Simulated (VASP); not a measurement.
Here is a VASP 6.6.1 calculation.

The input INCAR:

```
SYSTEM = Sr7CrO8
ALGO = Normal
EDIFF = 1E-6
ENCUT = 520
GGA = PS
ISIF = 2
ISMEAR = 0
ISPIN = 2
LASPH = .True.
LCHARG = .False.
LDAU = .True.
LDAUJ = 0 0 0
LDAUL = 2 -1 -1
LDAUPRINT = 1
LDAUTYPE = 2
LDAUU = 3 0 0
LMAXMIX = 4
LORBIT = 11
LREAL = Auto
LWAVE = .False.
MAGMOM = 2 0 0 0 0 0 0 0 0 0 0 0 0 0 0 0
NBANDS = 83
NELM = 150
NUPDOWN = 2.0
PREC = Accurate
SIGMA = 0.05
```

KPOINTS

```
k-points
0
Gamma
  3 3 3
  0 0 0
```

File POSCAR:

```
Sr7CrO8
1.0
    0.0000000000      5.1613200000      5.1613200000
    5.1613200000      0.0000000000      5.1613200000
    5.1613200000      5.1613200000      0.0000000000
Cr Sr O
1 7 8
Direct
    1.0000000000      1.0000000000      1.0000000000
    1.0000000000      1.0000000000      0.5000000000
    0.0000000000      0.5000000000      0.0000000000
    0.0000000000      0.5000000000      0.5000000000
    0.5000000000      0.0000000000      0.0000000000
    0.5000000000      0.0000000000      0.5000000000
    0.5000000000      0.5000000000      0.0000000000
    0.5000000000      0.5000000000      0.5000000000
    0.2500000000      0.2500000000      0.2500000000
    0.2452790934      0.2452790934      0.7547209066
    0.2452790934      0.7547209066      0.2452790934
    0.2452790934      0.7547209066      0.7547209066
    0.7547209066      0.2452790934      0.2452790934
    0.7547209066      0.2452790934      0.7547209066
    0.7547209066      0.7547209066      0.2452790934
    0.7500000000      0.7500000000      0.7500000000
```

Potentials or basis: VASP PAW PBE potentials, release 64 (Cr_pv, Sr_sv, O).

Command:

```bash
$ cat potpaw_PBE.64/Cr_pv/POTCAR potpaw_PBE.64/Sr_sv/POTCAR potpaw_PBE.64/O/POTCAR > POTCAR
$ mpirun -np 1 vasp_std > vasp.out
```

**Question.** What does it give for the largest force?

**Answer.** 0.177 eV/Å.

**Question.** Estimate the pressure.

**Answer.** -5.7 GPa.

Eigenvalues of the final occupation matrices:
```csv
site,spin,trace,eigenvalues
site 1 d,1,2.90,0.08 0.08 0.91 0.91 0.91
site 1 d,2,1.10,0.01 0.01 0.01 0.53 0.53
```

Caveat: the cell stands under tension; the PAW data sets were made with another functional, which shifts forces and pressure a little; the total moment is fixed, so each spin has its own Fermi level and the state may be an excited one; a cell with one magnetic atom can't hold antiferromagnetic order, which such compounds often take. The state reached can hang on the start; a lower one may exist.
